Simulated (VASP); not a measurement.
BiRu3, 4 atoms in the cell. Symmetry: Pm-3m, No. 221, cubic system. Conventional cell: a = 4.027 Å, b = 4.027 Å, c = 4.027 Å, α = 90.00°, β = 90.00°, γ = 90.00°. Bi (site symmetry m-3m) has 12 Ru at 2.85 Å within 3.8 Å. Ru (site symmetry 4/mmm) has 4 Bi at 2.85 Å and 8 Ru at 2.85 Å within 3.8 Å. 

* Program: VASP 6.6.1
* Task: single point
* Functional: PBE
* Potentials or basis: VASP PAW PBE potentials, release 64 (Bi_d, Ru_pv)
* Cutoff: 500 eV
* k mesh: 12 × 12 × 12
* Occupations: gaussian, width 0.1 eV
* Spin: no spin polarisation
* Dipole correction: no
* Further INCAR settings: ALGO = Normal; EDIFF = 1e-06; NBANDS = 36

Potentials or basis: VASP PAW PBE potentials, release 64 (Bi_d, Ru_pv).

Run with:

```sh
$ cat potpaw_PBE.64/Bi_d/POTCAR potpaw_PBE.64/Ru_pv/POTCAR > POTCAR
$ mpirun -np 1 vasp_std > vasp.out
```

Hardware: 1 thread of Intel(R) Xeon(R) 6975P-C (Granite Rapids), on a shared host.

Problem. How long does it take, and how much memory?

Solution. It took 62 s on 1 thread of Intel(R) Xeon(R) 6975P-C (Granite Rapids), on a shared host, peak memory 0.28 GiB. Counts: scf iterations 13, k points 84.
